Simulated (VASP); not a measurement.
Runs of VASP 6.6.1 on LiF. The structure is that of space group Fm-3m (No. 225), or close to it. The cells are those of the table. 

```tsv
level	cell	smearing	gap on the mesh (eV)
PBE	a = 2.916 Å, angles 60.0°, 2 atoms	fermi-dirac 0.02 eV	8.49
r2SCAN	a = 2.916 Å, angles 60.0°, 2 atoms	gaussian 0.01 eV	9.62
r2SCAN	a = 2.821, b = 2.805, c = 2.805 Å, angles 60.4, 59.8, 59.8°, 2 atoms	gaussian 0.01 eV	10.65
r2SCAN	a = 2.821 Å, angles 59.8°, 2 atoms	gaussian 0.01 eV	(a)
```

Alike in all rows: task single point; potentials or basis VASP PAW PBE potentials, release 64 (Li_sv, F); no spin polarisation; k mesh 10 × 10 × 10; cutoff (eV) 520.

Q: Fill in the values left out.

A: (a) 10.59.

A k mesh can miss the band edges.
